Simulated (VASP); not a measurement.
# Ir (P6_3/mmc) in VASP: notebook

Ir is run at these levels: RPBE; tasks: single point.

Program: VASP 6.6.1. These are calculated values, not measurements. Logs are shortened: lines on timing, memory, paths and dates and some standing lists are left out, and cuts for length are marked.

## Step 1: The cell of the first run

Symmetry: P6_3/mmc, No. 194, hexagonal system. The conventional cell has a = 2.713 Å, b = 2.713 Å, c = 8.864 Å, α = 90.00°, β = 90.00°, γ = 120.00°. Ir (site symmetry -3m) has 12 Ir at 2.71 Å within 3.6 Å. Within 3.6 Å of Ir (site symmetry -6m2) lie 12 Ir at 2.71 Å.

## Step 2: Single point, RPBE (volume scaled by 0.96)

The input, INCAR:

```
SYSTEM = Ir
PREC = Accurate
ENCUT = 520
EDIFF = 1E-6
ISMEAR = -1
SIGMA = 0.1
LREAL = .False.
LASPH = .True.
NELM = 100
ALGO = Normal
ISIF = 2
LWAVE = .False.
LCHARG = .False.
GGA = RP
NBANDS = 26
```

The input, KPOINTS:

```
regular mesh
0
Gamma
  15 15 4
  0 0 0
```

The input, POSCAR:

```
Ir
1.0
    2.7133234222      0.0000000000      0.0000000000
   -1.3566617111      2.3498070123      0.0000000000
    0.0000000000      0.0000000000      8.8639353044
Ir
4
Direct
    1.0000000000      1.0000000000      1.0000000000
    1.0000000000      1.0000000000      0.5000000000
    0.3333333333      0.6666666667      0.2500000000
    0.6666666667      0.3333333333      0.7500000000
```

Potentials or basis: VASP PAW PBE potentials, release 64 (Ir).

Run with:

```console
$ cat potpaw_PBE.64/Ir/POTCAR > POTCAR
$ mpirun -np 1 vasp_std > vasp.out
```

OUTCAR:

```text
SYSTEM = Ir
   PREC = Accurate
   ENCUT = 520
   EDIFF = 1E-6
   ISMEAR = -1
   LREAL = .False.
   LASPH = .True.
   NELM = 100
   ISIF = 2
   GGA = RP

 ion  position               nearest neighbor table
   1  0.000  0.000  0.000-   3 2.71   4 2.71   3 2.71   4 2.71   4 2.71   3 2.71
   2  0.000  0.000  0.500-   3 2.71   4 2.71   3 2.71   4 2.71   4 2.71   3 2.71
   3  0.333  0.667  0.250-   1 2.71   2 2.71   1 2.71   2 2.71   1 2.71   2 2.71
   4  0.667  0.333  0.750-   1 2.71   2 2.71   1 2.71   2 2.71   1 2.71   2 2.71

  LATTYP: Found a hexagonal cell.
 ALAT       =     2.7133234222
 C/A-ratio  =     3.2668185561

  Lattice vectors:

 A1 = (   2.7133234222,   0.0000000000,   0.0000000000)
 A2 = (  -1.3566617111,   2.3498070123,   0.0000000000)
 A3 = (   0.0000000000,   0.0000000000,   8.8639353044)

Analysis of symmetry for initial positions (statically):
=====================================================================
 Subroutine PRICEL returns:
 Original cell was already a primitive cell.

 Routine SETGRP: Setting up the symmetry group for a
 hexagonal supercell.

 Subroutine GETGRP returns: Found 24 space group operations
 (whereof 12 operations were pure point group operations)
 out of a pool of 24 trial point group operations.

The static configuration has the point symmetry D_3d.
 The point group associated with its full space group is D_6h.

Analysis of symmetry for dynamics (positions and initial velocities):
=====================================================================
 Subroutine PRICEL returns:
 Original cell was already a primitive cell.

 Routine SETGRP: Setting up the symmetry group for a
 hexagonal supercell.

 Subroutine GETGRP returns: Found 24 space group operations
 (whereof 12 operations were pure point group operations)
 out of a pool of 24 trial point group operations.

The dynamic configuration has the point symmetry D_3d.
 The point group associated with its full space group is D_6h.

 Subroutine INISYM returns: Found 24 space group operations
 (whereof 12 operations are pure point group operations),
 and found     1 'primitive' translations

----------------------------------------------------------------------------------------

                                     Primitive cell

  volume of cell :      56.5146

  direct lattice vectors                    reciprocal lattice vectors
     2.713323422  0.000000000  0.000000000     0.368551715  0.212783432  0.000000000
    -1.356661711  2.349807012  0.000000000     0.000000000  0.425566863  0.000000000
     0.000000000  0.000000000  8.863935304     0.000000000  0.000000000  0.112816708

  length of vectors
     2.713323422  2.713323422  8.863935304     0.425566863  0.425566863  0.112816708

  position of ions in fractional coordinates (direct lattice)
     0.000000000  0.000000000  0.000000000
     0.000000000  0.000000000  0.500000000
     0.333333333  0.666666667  0.250000000
     0.666666667  0.333333333  0.750000000

  ion indices of the primitive-cell ions
   primitive index   ion index
                 1           1
                 2           2
                 3           3
                 4           4

----------------------------------------------------------------------------------------

 KPOINTS: regular mesh

Automatic generation of k-mesh.
 Grid dimensions read from file:
 generate k-points for:   15   15    4

 Generating k-lattice:

  Cartesian coordinates                     Fractional coordinates (reciprocal lattice)
     0.024570114  0.014185562  0.000000000     0.066666667 -0.000000000  0.000000000
     0.000000000  0.028371124  0.000000000     0.000000000  0.066666667  0.000000000
     0.000000000  0.000000000  0.028204177     0.000000000  0.000000000  0.250000000

  Length of vectors
     0.028371124  0.028371124  0.028204177

  Shift w.r.t. Gamma in fractional coordinates (k-lattice)
     0.000000000  0.000000000  0.000000000

 Subroutine IBZKPT returns following result:
 ===========================================

 Found     81 irreducible k-points:

 Following reciprocal coordinates:
            Coordinates               Weight
  0.000000  0.000000  0.000000      1.000000
  0.066667  0.000000  0.000000      6.000000
  0.133333  0.000000  0.000000      6.000000
  0.200000 -0.000000  0.000000      6.000000
  0.266667  0.000000  0.000000      6.000000
  0.333333  0.000000  0.000000      6.000000
[... 16 lines left out ...]
  0.333333  0.200000  0.000000     12.000000
  0.400000  0.200000  0.000000      6.000000
 [... further k-points ...]
   k-points           NKPTS =     81   k-points in BZ     NKDIM =     81   number of bands    NBANDS=     26
   number of dos      NEDOS =    301   number of ions     NIONS =      4
   total plane-waves  NPLWV =  28000
   dimension x,y,z NGX =    20 NGY =   20 NGZ =   70
   dimension x,y,z NGXF=    40 NGYF=   40 NGZF=  140
   ions per type =               4
   NGX,Y,Z   is equivalent  to a cutoff of  12.25, 12.25, 13.13 a.u.
   NGXF,Y,Z  is equivalent  to a cutoff of  24.51, 24.51, 26.26 a.u.
 SYSTEM =  Ir
   PREC   = accura    normal or accurate (medium, high low for compatibility)
   ISTART =      0    job   : 0-new  1-cont  2-samecut
   ICHARG =      2    charge: 1-file 2-atom 10-const
   ISPIN  =      1    spin polarized calculation?
   LNONCOLLINEAR =      F non collinear calculations
   LSORBIT =      F    spin-orbit coupling
   LASPH  =      T    aspherical Exc in radial PAW
   ENCUT  =  520.0 eV  38.22 Ry    6.18 a.u.   5.04  5.04 16.48*2*pi/ulx,y,z
   NELM   =    100;   NELMIN=  2; NELMDL= -5     # of ELM steps
   EDIFF  = 0.1E-05   stopping-criterion for ELM
   LREAL  =      F    real-space projection
   EDIFFG = 0.1E-04   stopping-criterion for IOM
   NSW    =      0    number of steps for IOM
   IBRION =     -1    ionic relax: 0-MD 1-quasi-New 2-CG
   NFREE  =      0    steps in history (QN), initial steepest desc. (CG)
   ISIF   =      2    stress and relaxation
   ISYM   =      2    0-nonsym 1-usesym 2-fastsym
   POTIM  = 0.5000    time-step for ionic-motion
   TEBEG  =    0.0;   TEEND  =   0.0 temperature during run
   PSTRESS=    0.0 pullay stress
   NELECT =      36.0000    total number of electrons
   NUPDOWN=      -1.0000    fix difference up-down
   EMIN   =  10.00;   EMAX   =-10.00  energy-range for DOS
   EFERMI =   0.00;   METHOD = LEGACY
   ISMEAR =    -1;   SIGMA  =   0.10  broadening in eV -4-tet -1-fermi 0-gaus
   EFERMI_NEDOS =   21; number of points for ismear=-14 and -15
   IALGO  =     38    algorithm
   IMIX   =      4    mixing-type and parameters
     AMIX     =   0.40;   BMIX     =  1.00
     AMIX_MAG =   1.60;   BMIX_MAG =  1.00
  volume/ion in A,a.u.               =      14.13        95.34
  Fermi-wavevector in a.u.,A,eV,Ry     =   1.408604  2.661875 26.996203  1.984165
  Thomas-Fermi vector in A             =   2.530745
   LORBIT       =      0    0 simple, 1 ext, 2 COOP (PROOUT), +10 PAW based schemes
   GGA     = RP    functional components
   LHFCALC =     F    Hartree Fock is set to
   AEXX    =    0.0000 exact exchange contribution
   IVDW    =     0    specifies the selected vdW correction
   LEPSILON=     F    determine dielectric tensor
   LRPA    =     F    only Hartree local field effects (RPA)
 non-spin polarized calculation
  energy-cutoff  :      520.00
  volume of cell :       56.51
 maximum number of plane-waves:      1545
   NGX = 11   NGY = 11   NGZ = 33

 number of electron      36.0000000 magnetization

 Free energy of the ion-electron system (eV)
  ---------------------------------------------------
  ext. energy  EPLUGINS =         0.00000000
  ---------------------------------------------------
  free energy    TOTEN  =       -32.59360982 eV

  energy without entropy =      -32.46859320  energy(sigma->0) =      -32.53110151

 E-fermi :  10.5215     XC(G=0): -13.9583

 val. band max:       10.5074038194   @ k =   0.4000   0.2000   0.0000
 cond. band min:      10.5221097103   @ k =   0.2667   0.0000   0.2500
 fundamental gap:      0.0147058910
 Fermi energy:        10.5214963225

 k-point     1 :       0.0000    0.0000    0.0000
  band No.  band energies     occupation
      1      -0.6083      2.00000
      2       1.5828      2.00000
      3       1.6187      2.00000
      4       2.4015      2.00000
      5       6.1084      2.00000
      6       6.1493      2.00000
[... 18 lines left out ...]
     25      17.7207      0.00000
     26      23.4821      0.00000

 k-point     2 :       0.0667    0.0000    0.0000
  band No.  band energies     occupation
      1      -0.4324      2.00000
      2       1.7500      2.00000
      3       1.7856      2.00000
      4       2.5629      2.00000
      5       5.8770      2.00000
      6       6.0311      2.00000
[... 18 lines left out ...]
     25      17.6646      0.00000
     26      23.7493      0.00000

 k-point     3 :       0.1333    0.0000    0.0000
  band No.  band energies     occupation
      1       0.0747      2.00000
      2       2.2053      2.00000
      3       2.2400      2.00000
      4       3.0041      2.00000
      5       5.4317      2.00000
      6       5.7363      2.00000
[... 18 lines left out ...]
     25      17.5068      0.00000
     26      24.3729      0.00000

 k-point     4 :       0.2000   -0.0000    0.0000
  band No.  band energies     occupation
      1       0.8422      2.00000
      2       2.7631      2.00000
      3       2.7977      2.00000
      4       3.5547      2.00000
      5       5.0310      2.00000
      6       5.3715      2.00000
[... 18 lines left out ...]
     25      17.2965      0.00000
     26      24.5300      0.00000
[... 496 lines left out ...]
      1       3.4458      2.00000
      2       3.5433      2.00000
      3       3.9892      2.00000
      4       4.3674      2.00000
      5       4.3816      2.00000
      6       4.9257      2.00000
[... 18 lines left out ...]
     25      18.9918      0.00000
     26      19.7246      0.00000

 k-point    23 :       0.3333    0.2000    0.0000
  band No.  band energies     occupation
      1       3.3883      2.00000
      2       3.3999      2.00000
      3       4.1302      2.00000
      4       4.5190      2.00000
      5       4.6556      2.00000
      6       4.8707      2.00000
[... 18 lines left out ...]
     25      18.2751      0.00000
     26      19.1733      0.00000

 k-point    24 :       0.4000    0.2000    0.0000
  band No.  band energies     occupation
      1       3.3184      2.00000
      2       3.3774      2.00000
      3       4.0568      2.00000
      4       4.7151      2.00000
      5       4.8015      2.00000
      6       4.9995      2.00000
[... 18 lines left out ...]
     25      17.7470      0.00000
     26      18.2589      0.00000

 [... further k-points ...]
[... 5 lines left out ...]
  --------------------------------------------------------------------------------------
  -------------------------------------------------------------------------------------
  Total        5.3663279      5.3663279      5.3988178      0.0000000      0.0000000      0.0000000
  in kB      152.1344083    152.1344083    153.0554919      0.0000000      0.0000000      0.0000000
  external PRESSURE =     152.4414362 kB  Pullay stress =       0.0000000 kB

 VOLUME and BASIS-vectors are now :
 -----------------------------------------------------------------------------
  energy-cutoff  :      520.00
  volume of cell :       56.51
      direct lattice vectors                 reciprocal lattice vectors
     2.713323422  0.000000000  0.000000000     0.368551715  0.212783432  0.000000000
    -1.356661711  2.349807012  0.000000000     0.000000000  0.425566863  0.000000000
     0.000000000  0.000000000  8.863935304     0.000000000  0.000000000  0.112816708

 POSITION                                       TOTAL-FORCE (eV/Angst)
 -----------------------------------------------------------------------------------
      0.00000      0.00000      0.00000         0.000000      0.000000     -0.000000
      0.00000      0.00000      4.43197         0.000000      0.000000     -0.000000
     -0.00000      1.56654      2.21598         0.000000      0.000000      0.000000
      1.35666      0.78327      6.64795        -0.000000      0.000000     -0.000000
 -----------------------------------------------------------------------------------
    total drift:                                0.000000     -0.000000      0.000000

  FREE ENERGIE OF THE ION-ELECTRON SYSTEM (eV)
  ---------------------------------------------------
  free  energy   TOTEN  =       -32.5936098167 eV

  energy  without entropy=      -32.4685932039  energy(sigma->0) =      -32.53110151
```

Wall time 93 s (1 thread of Intel Xeon 6975P-C, shared host); peak memory 0.23 GiB.

Results:

| Item | Value |
| --- | --- |
| Free energy | -32.5936 eV |
| Pressure | 15.2 GPa |
| Band gap on the k mesh | zero (band 18 reaches 11.51 eV, above the bottom of band 19 at 8.97 eV) |

Levels at points of the mesh, in eV from the Fermi level:
| k point | band 15 | band 16 | band 17 | band 18 | band 19 | band 20 | band 21 | band 22 |
| --- | --- | --- | --- | --- | --- | --- | --- | --- |
| (0.00, 0.00, 0.00) | -3.32 | -1.80 | -1.80 | -1.04 | -1.04 | -0.78 | -0.35 | -0.35 |
| (0.00, 0.00, 0.50) | -2.70 | -2.70 | -1.40 | -1.40 | -1.40 | -1.40 | 0.21 | 0.21 |

Caveat: the PAW data sets were made with another functional, which shifts forces and pressure a little; spin-orbit coupling is left out, which moves the levels of the heavy elements.

(Continued in part 2 of 2.)
